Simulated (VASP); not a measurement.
# Co (P6_3/mmc) in VASP: further runs

Runs on Co. Level: revPBE. Tasks: single point.

All numbers are computed with VASP 6.6.1; they aren't measurements. Logs are shortened: lines on timing, memory, paths and dates and some standing lists are left out, and cuts for length are marked.

### 1 The cell of the first run

The structure is hexagonal, space group P6_3/mmc (No. 194). Conventional cell: a = 2.578 Å, b = 2.578 Å, c = 4.162 Å, α = 90.00°, β = 90.00°, γ = 120.00°. Co (site symmetry -6m2) has 12 Co at 2.56 to 2.58 Å within 3.4 Å.

### 2 Single point, revPBE, collinear spin, ferromagnetic start (11.97 Å³/atom)

Input file INCAR:

```
SYSTEM = Co
  ALGO = Normal
  EDIFF = 1E-6
  ENCUT = 520
  GGA = RE
  ISIF = 2
  ISMEAR = -1
  ISPIN = 2
  LASPH = .True.
  LCHARG = .True.
  LELF = .True.
  LMAXMIX = 4
  LORBIT = 11
  LREAL = .False.
  LVHAR = .True.
  LWAVE = .False.
  MAGMOM = 1.714 1.714
  NBANDS = 20
  NELM = 150
  PREC = Accurate
  SIGMA = 0.05
```

Input file KPOINTS:

```
k-points
0
Gamma
  23 23 13
  0 0 0
```

Input file POSCAR:

```
Co
1.0
    2.5775421021      0.0000000000      0.0000000000
   -1.2887710510      2.2322169398      0.0000000000
    0.0000000000      0.0000000000      4.1616043059
Co
2
Direct
    0.3333333333      0.6666666667      0.2500000000
    0.6666666667      0.3333333333      0.7500000000
```

Potentials or basis: VASP PAW PBE potentials, release 64 (Co).

Started as:

```sh
> cat potpaw_PBE.64/Co/POTCAR > POTCAR
> mpirun -np 1 vasp_std > vasp.out
```

OUTCAR:

```text
SYSTEM = Co
   EDIFF = 1E-6
   ENCUT = 520
   GGA = RE
   ISIF = 2
   ISMEAR = -1
   ISPIN = 2
   LASPH = .True.
   LORBIT = 11
   LREAL = .False.
   NELM = 150
   PREC = Accurate

 ion  position               nearest neighbor table
   1  0.333  0.667  0.250-   2 2.56   2 2.56   2 2.56   2 2.56   2 2.56   2 2.56
   2  0.667  0.333  0.750-   1 2.56   1 2.56   1 2.56   1 2.56   1 2.56   1 2.56

  LATTYP: Found a hexagonal cell.
 ALAT       =     2.5775421021
 C/A-ratio  =     1.6145630764

  Lattice vectors:

 A1 = (   2.5775421021,   0.0000000000,   0.0000000000)
 A2 = (  -1.2887710510,   2.2322169398,   0.0000000000)
 A3 = (   0.0000000000,   0.0000000000,   4.1616043059)

Analysis of symmetry for initial positions (statically):
=====================================================================
 Subroutine PRICEL returns:
 Original cell was already a primitive cell.

 Routine SETGRP: Setting up the symmetry group for a
 hexagonal supercell.

 Subroutine GETGRP returns: Found 24 space group operations
 (whereof 12 operations were pure point group operations)
 out of a pool of 24 trial point group operations.

The static configuration has the point symmetry D_3d.
 The point group associated with its full space group is D_6h.

Analysis of symmetry for dynamics (positions and initial velocities):
=====================================================================
 Subroutine PRICEL returns:
 Original cell was already a primitive cell.

 Routine SETGRP: Setting up the symmetry group for a
 hexagonal supercell.

 Subroutine GETGRP returns: Found 24 space group operations
 (whereof 12 operations were pure point group operations)
 out of a pool of 24 trial point group operations.

The dynamic configuration has the point symmetry D_3d.
 The point group associated with its full space group is D_6h.

Analysis of structural, dynamic, and magnetic symmetry:
=====================================================================
 Subroutine PRICEL returns:
 Original cell was already a primitive cell.

 Routine SETGRP: Setting up the symmetry group for a
 hexagonal supercell.

 Subroutine GETGRP returns: Found 24 space group operations
 (whereof 12 operations were pure point group operations)
 out of a pool of 24 trial point group operations.

The overall configuration has the point symmetry D_3d.
 The point group associated with its full space group is D_6h.

 Subroutine INISYM returns: Found 24 space group operations
 (whereof 12 operations are pure point group operations),
 and found     1 'primitive' translations

----------------------------------------------------------------------------------------

                                     Primitive cell

  volume of cell :      23.9443

  direct lattice vectors                    reciprocal lattice vectors
     2.577542102  0.000000000  0.000000000     0.387966505  0.223992566  0.000000000
    -1.288771051  2.232216940  0.000000000     0.000000000  0.447985132  0.000000000
     0.000000000  0.000000000  4.161604306     0.000000000  0.000000000  0.240291947

  length of vectors
     2.577542102  2.577542102  4.161604306     0.447985132  0.447985132  0.240291947

  position of ions in fractional coordinates (direct lattice)
     0.333333333  0.666666667  0.250000000
     0.666666667  0.333333333  0.750000000

  ion indices of the primitive-cell ions
   primitive index   ion index
                 1           1
                 2           2

----------------------------------------------------------------------------------------

 KPOINTS: k-points

Automatic generation of k-mesh.
 Grid dimensions read from file:
 generate k-points for:   23   23   13

 Generating k-lattice:

  Cartesian coordinates                     Fractional coordinates (reciprocal lattice)
     0.016868109  0.009738807  0.000000000     0.043478261  0.000000000  0.000000000
     0.000000000  0.019477614  0.000000000     0.000000000  0.043478261  0.000000000
     0.000000000  0.000000000  0.018483996     0.000000000  0.000000000  0.076923077

  Length of vectors
     0.019477614  0.019477614  0.018483996

  Shift w.r.t. Gamma in fractional coordinates (k-lattice)
     0.000000000  0.000000000  0.000000000

 Subroutine IBZKPT returns following result:
 ===========================================

 Found    392 irreducible k-points:

 Following reciprocal coordinates:
            Coordinates               Weight
  0.000000  0.000000  0.000000      1.000000
  0.043478  0.000000  0.000000      6.000000
  0.086957 -0.000000  0.000000      6.000000
  0.130435  0.000000  0.000000      6.000000
  0.173913  0.000000  0.000000      6.000000
  0.217391  0.000000  0.000000      6.000000
[... 16 lines left out ...]
  0.478261  0.043478  0.000000      6.000000
  0.086957  0.086957  0.000000      6.000000
 [... further k-points ...]
   k-points           NKPTS =    392   k-points in BZ     NKDIM =    392   number of bands    NBANDS=     20
   number of dos      NEDOS =    301   number of ions     NIONS =      2
   total plane-waves  NPLWV =  12800
   dimension x,y,z NGX =    20 NGY =   20 NGZ =   32
   dimension x,y,z NGXF=    40 NGYF=   40 NGZF=   64
   ions per type =               2
   NGX,Y,Z   is equivalent  to a cutoff of  12.90, 12.90, 12.78 a.u.
   NGXF,Y,Z  is equivalent  to a cutoff of  25.80, 25.80, 25.57 a.u.
 SYSTEM =  Co
   PREC   = accura    normal or accurate (medium, high low for compatibility)
   ISTART =      0    job   : 0-new  1-cont  2-samecut
   ICHARG =      2    charge: 1-file 2-atom 10-const
   ISPIN  =      2    spin polarized calculation?
   LNONCOLLINEAR =      F non collinear calculations
   LSORBIT =      F    spin-orbit coupling
   LASPH  =      T    aspherical Exc in radial PAW
   ENCUT  =  520.0 eV  38.22 Ry    6.18 a.u.   4.79  4.79  7.74*2*pi/ulx,y,z
   NELM   =    150;   NELMIN=  2; NELMDL= -5     # of ELM steps
   EDIFF  = 0.1E-05   stopping-criterion for ELM
   LREAL  =      F    real-space projection
   EDIFFG = 0.1E-04   stopping-criterion for IOM
   NSW    =      0    number of steps for IOM
   IBRION =     -1    ionic relax: 0-MD 1-quasi-New 2-CG
   NFREE  =      0    steps in history (QN), initial steepest desc. (CG)
   ISIF   =      2    stress and relaxation
   ISYM   =      2    0-nonsym 1-usesym 2-fastsym
   POTIM  = 0.5000    time-step for ionic-motion
   TEBEG  =    0.0;   TEEND  =   0.0 temperature during run
   PSTRESS=    0.0 pullay stress
   NELECT =      18.0000    total number of electrons
   NUPDOWN=      -1.0000    fix difference up-down
   EMIN   =  10.00;   EMAX   =-10.00  energy-range for DOS
   EFERMI =   0.00;   METHOD = LEGACY
   ISMEAR =    -1;   SIGMA  =   0.05  broadening in eV -4-tet -1-fermi 0-gaus
   EFERMI_NEDOS =   21; number of points for ismear=-14 and -15
   IALGO  =     38    algorithm
   IMIX   =      4    mixing-type and parameters
     AMIX     =   0.40;   BMIX     =  1.00
     AMIX_MAG =   1.60;   BMIX_MAG =  1.00
  volume/ion in A,a.u.               =      11.97        80.79
  Fermi-wavevector in a.u.,A,eV,Ry     =   1.488554  2.812960 30.147706  2.215794
  Thomas-Fermi vector in A             =   2.601574
   LORBIT       =     11    0 simple, 1 ext, 2 COOP (PROOUT), +10 PAW based schemes
   GGA     = RE    functional components
   LHFCALC =     F    Hartree Fock is set to
   AEXX    =    0.0000 exact exchange contribution
   IVDW    =     0    specifies the selected vdW correction
   LEPSILON=     F    determine dielectric tensor
   LRPA    =     F    only Hartree local field effects (RPA)
 spin polarized calculation
  energy-cutoff  :      520.00
  volume of cell :       23.94
 maximum number of plane-waves:       662
 NGX is ok and might be reduce to    20
   NGX =  9   NGY =  9   NGZ = 15

 number of electron      18.0000013 magnetization       3.3686506

 Free energy of the ion-electron system (eV)
  ---------------------------------------------------
  ext. energy  EPLUGINS =         0.00000000
  ---------------------------------------------------
  free energy    TOTEN  =       -13.17414912 eV

  energy without entropy =      -13.15715858  energy(sigma->0) =      -13.16565385

 E-fermi :   9.0444     XC(G=0): -12.7512

 val. band max:        9.0441297575   @ k =   0.3478   0.2609   0.4615
 cond. band min:       9.0444507024   @ k =   0.1739   0.1739   0.0000
 fundamental gap:      0.0003209449
 Fermi energy:         9.0443848378

 spin component 1

 k-point     1 :       0.0000    0.0000    0.0000
  band No.  band energies     occupation
      1       0.7194      1.00000
      2       4.3274      1.00000
      3       6.5164      1.00000
      4       6.5254      1.00000
      5       6.5254      1.00000
      6       6.7880      1.00000
[... 12 lines left out ...]
     19      33.2490      0.00000
     20      33.4615      0.00000
[... 507 lines left out ...]
 k-point    24 :       0.0870    0.0870    0.0000
  band No.  band energies     occupation
      1       1.4429      1.00000
      2       4.7124      1.00000
      3       6.1301      1.00000
      4       6.5466      1.00000
      5       6.6555      1.00000
      6       6.8262      1.00000
[... 12 lines left out ...]
     19      32.8580      0.00000
     20      35.6326      0.00000

 [... further k-points ...]

 spin component 2

 k-point     1 :       0.0000    0.0000    0.0000
  band No.  band energies     occupation
      1       0.6488      1.00000
      2       5.3155      1.00000
      3       8.2493      1.00000
      4       8.2723      1.00000
      5       8.2723      1.00000
      6       8.5894      0.99989
[... 12 lines left out ...]
     19      33.4803      0.00000
     20      33.4803      0.00000
[... 507 lines left out ...]
 k-point    24 :       0.0870    0.0870    0.0000
  band No.  band energies     occupation
      1       1.3769      1.00000
      2       5.7766      1.00000
      3       7.7147      1.00000
      4       7.7702      1.00000
      5       8.4010      1.00000
      6       8.6126      0.99982
[... 12 lines left out ...]
     19      32.8273      0.00000
     20      35.7241      0.00000

 [... further k-points ...]
[... 5 lines left out ...]
  --------------------------------------------------------------------------------------
  -------------------------------------------------------------------------------------
  Total       -1.9580566     -1.9580566     -1.9030772     -0.0000000      0.0000000      0.0000000
  in kB     -131.0185756   -131.0185756   -127.3397636     -0.0000000      0.0000000      0.0000000
  external PRESSURE =    -129.7923050 kB  Pullay stress =       0.0000000 kB

 VOLUME and BASIS-vectors are now :
 -----------------------------------------------------------------------------
  energy-cutoff  :      520.00
  volume of cell :       23.94
      direct lattice vectors                 reciprocal lattice vectors
     2.577542102  0.000000000  0.000000000     0.387966505  0.223992566  0.000000000
    -1.288771051  2.232216940  0.000000000     0.000000000  0.447985132  0.000000000
     0.000000000  0.000000000  4.161604306     0.000000000  0.000000000  0.240291947

 POSITION                                       TOTAL-FORCE (eV/Angst)
 -----------------------------------------------------------------------------------
     -0.00000      1.48814      1.04040        -0.000000      0.000000      0.000000
      1.28877      0.74407      3.12120         0.000000     -0.000000      0.000000
 -----------------------------------------------------------------------------------
    total drift:                               -0.000000      0.000000     -0.000000

  FREE ENERGIE OF THE ION-ELECTRON SYSTEM (eV)
  ---------------------------------------------------
  free  energy   TOTEN  =       -13.1741491152 eV

  energy  without entropy=      -13.1571585768  energy(sigma->0) =      -13.16565385

 total charge

# of ion       s       p       d       tot
------------------------------------------
    1        0.452   0.443   7.203   8.098
    2        0.452   0.443   7.203   8.098
--------------------------------------------------
tot          0.903   0.887  14.406  16.196

 magnetization (x)

# of ion       s       p       d       tot
------------------------------------------
    1       -0.014  -0.056   1.798   1.729
    2       -0.014  -0.056   1.798   1.729
--------------------------------------------------
tot         -0.029  -0.111   3.597   3.457
```

It took 2.4 min on 1 thread of Intel Xeon 6975P-C (Granite Rapids), shared host; peak memory 0.33 GiB.

Results:

- Free energy: -13.1741 eV
- Pressure: -13.0 GPa
- Net moment: 3.37 μB per cell
- Site moments: Co +1.73 μB
- Valence electrons inside the program's atomic spheres: Co 8.10

Caveat: the cell stands under tension; the PAW data sets were made with another functional, which shifts forces and pressure a little.

### 3 Single point, revPBE, collinear spin, ferromagnetic start (12.42 Å³/atom)

This run uses another cell than the first one, of 12.42 Å³/atom.

Input file INCAR:

```
SYSTEM = Co
PREC = Accurate
ENCUT = 520
EDIFF = 1E-7
ISMEAR = -1
SIGMA = 0.05
LREAL = .FALSE.
LASPH = .TRUE.
NELM = 150
ALGO = Normal
ISIF = 2
LWAVE = .FALSE.
LCHARG = .FALSE.
ISPIN = 2
MAGMOM = 1.714 1.714
LORBIT = 11
LMAXMIX = 4
GGA = RE
NBANDS = 20
```

Input file KPOINTS:

```
Automatic mesh
0
G
  23 23 13
  0 0 0
```

Input file POSCAR:

```
Co
1.0
    2.6089786406      0.0000000000      0.0000000000
   -1.3044893203      2.2594417807      0.0000000000
    0.0000000000      0.0000000000      4.2123605802
Co
2
Direct
    0.3333333333      0.6666666667      0.2500000000
    0.6666666667      0.3333333333      0.7500000000
```

Potentials or basis: VASP PAW PBE potentials, release 64 (Co).

Started as:

```sh
> cat potpaw_PBE.64/Co/POTCAR > POTCAR
> mpirun -np 1 vasp_std > vasp.out
```

Run time: 2.4 min. Hardware: 1 thread of Intel Xeon 6975P-C (Granite Rapids), shared host; peak memory 0.34 GiB.

Results (log left out):

```yaml
Free_energy: -13.0904 eV
Pressure: -17.2 GPa
Net_moment: 3.42 μB per cell
Site_moments: Co +1.76 μB
Valence_electrons_inside_the_program's_atomic_spheres: Co 8.04
```

Stress tensor (GPa, compression positive):
```
-17.41   0.00   0.00
  0.00 -17.41   0.00
  0.00   0.00 -16.88
```

Levels at points of the mesh, in eV from the Fermi level:
Spin up:
| k point | band 9 | band 10 | band 11 | band 12 | band 13 | band 14 |
| --- | --- | --- | --- | --- | --- | --- |
| (0.00, 0.00, 0.00) | -1.98 | -1.09 | -1.09 | 0.04 | 5.25 | 20.79 |
Spin down:
| k point | band 5 | band 6 | band 7 | band 8 | band 9 | band 10 |
| --- | --- | --- | --- | --- | --- | --- |
| (0.00, 0.00, 0.00) | -0.72 | -0.42 | -0.42 | -0.13 | -0.07 | -0.07 |

Caveat: the cell stands under tension; the PAW data sets were made with another functional, which shifts forces and pressure a little.
